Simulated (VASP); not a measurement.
## ZrTi3N4: single point with PBE

The system is ZrTi3N4.

```
CELL_PARAMETERS angstrom
4.35628 0.00000 0.00000
0.00000 4.35628 0.00000
0.00000 0.00000 4.35628
ATOMIC_POSITIONS crystal
Zr 0.00000 0.00000 0.00000
Ti 0.50000 0.50000 0.00000
Ti 0.00000 0.50000 0.50000
Ti 0.50000 0.00000 0.50000
N 0.00000 0.00000 0.50000
N 0.50000 0.00000 0.00000
N 0.00000 0.50000 0.00000
N 0.50000 0.50000 0.50000
```

* Program: VASP 6.6.1
* Task: single point
* Functional: PBE
* Potentials or basis: VASP PAW PBE potentials, release 64 (Zr_sv, Ti_sv, N)
* Cutoff: 520 eV
* k mesh: 10 × 10 × 10
* Occupations: gaussian, width 0.1 eV
* Spin: no spin polarisation
* Dipole correction: no
* Further INCAR settings: ALGO = Normal; EDIFF = 1e-07; NBANDS = 44

```json
{
 "Pressure": "0.4 GPa",
 "Band gap on the k mesh": "zero (bands 34 and 35 overlap by 3.74 eV)"
}
```

Levels at points of the mesh, in eV from the Fermi level:
```
           k point  band 32  band 33  band 34  band 35  band 36  band 37
(0.00, 0.00, 0.00)    -2.85    -2.21    -2.21    -2.21    -0.58    -0.58
(0.50, 0.00, 0.00)    -3.11    -2.07    -1.91     0.64     0.64     0.89
(0.50, 0.50, 0.00)    -4.16     0.64     0.75     1.02     1.02     1.23
(0.50, 0.50, 0.50)    -5.26     1.42     1.42     1.42     1.44     1.44
```

It took 4.6 min on 1 thread of Intel Xeon 8259CL, with other jobs on the host, peak memory 0.3 GiB.
